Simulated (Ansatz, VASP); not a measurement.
## KTaO3: VASP beside Ansatz

POSCAR

```
KTaO3
1.0
    4.1098350361      0.0000000000      0.0000000000
    0.0000000000      4.1098350361      0.0000000000
    0.0000000000      0.0000000000      4.1098350361
K Ta O
1 1 3
Direct
    0.0000000000      0.0000000000      0.0000000000
    0.5000000000      0.5000000000      0.5000000000
    0.5000000000      0.5000000000      0.0000000000
    0.5000000000      0.0000000000      0.5000000000
    0.0000000000      0.5000000000      0.5000000000
```

File INCAR.step1:

```
  PREC = Accurate
  ENCUT = 520
  EDIFF = 1E-5
  ISMEAR = 0
  SIGMA = 0.01
  LREAL = False
  LASPH = True
  NELM = 60
  ALGO = Normal
  ISIF = 2
  LWAVE = True
  LCHARG = False
  NBANDS = 27
  GGA = PE
```

The input INCAR.step2:

```
  PREC = Accurate
  ENCUT = 520
  EDIFF = 1E-6
  ISMEAR = 0
  SIGMA = 0.01
  LREAL = False
  LASPH = True
  NELM = 60
  ALGO = Normal
  ISIF = 2
  LWAVE = False
  LCHARG = False
  GGA = PE
  LHFCALC = True
  HFSCREEN = 0.2079
  PRECFOCK = Fast
  NBANDS = 27
  ISTART = 1
```

Contents of KPOINTS:

```
Automatic mesh
0
Gamma
  4 4 4
```

Input for Ansatz:

```yaml
crystal:
  lattice:
    - [4.1098350361, 0.0, 0.0]
    - [0.0, 4.1098350361, 0.0]
    - [0.0, 0.0, 4.1098350361]
  atoms:
    - { symbol: K, position: [0.0, 0.0, 0.0] }
    - { symbol: Ta, position: [0.5, 0.5, 0.5] }
    - { symbol: O, position: [0.5, 0.5, 0.0] }
    - { symbol: O, position: [0.5, 0.0, 0.5] }
    - { symbol: O, position: [0.0, 0.5, 0.5] }
kpoints:
  mp_grid: { grid: [4, 4, 4] }
  band_path:
    path: [[0.0, 0.0, 0.0], [0.0, 0.5, 0.0], [0.5, 0.5, 0.0], [0.5, 0.5, 0.5]]
    npoints: 1
hamiltonian:
  xc: hse06
scf:
  occupations: { method: fixed }
  n_extra_bands: 5
output:
  forces: true
  stress: true
  eigenvalues: true
  write_density: true
  write_potential: true
  elf: true
  volumetric_format: npy
```

Change from the starting cell: hydrostatic strain +3.0%.

Alike in both runs: task single point; functional HSE06; k mesh 4 × 4 × 4; no spin polarisation.

```csv
,VASP,Ansatz
version,VASP 6.6.1,Ansatz 0.2.0
potentials or method,"VASP PAW PBE potentials, release 64 (K_sv, Ta_pv, O)","plane waves, PAW"
plane-wave cutoff (eV),520,420
occupations,"gaussian, width 0.01 eV",fixed
valence electrons in the cell,38,40
```

```csv
,VASP,Ansatz,Ansatz less VASP
gap on the k mesh at the Fermi level (eV),3.22,3.30,+0.079
pressure (GPa),-15.7,-15.9,-0.14
```

VASP's potentials hold 38 valence electrons a cell and Ansatz's 40, so a difference there can come from the potentials and not from the codes. Ansatz's warnings: stress exchange threshold loose, stress scf threshold loose.

Neither program's run includes spin-orbit coupling.
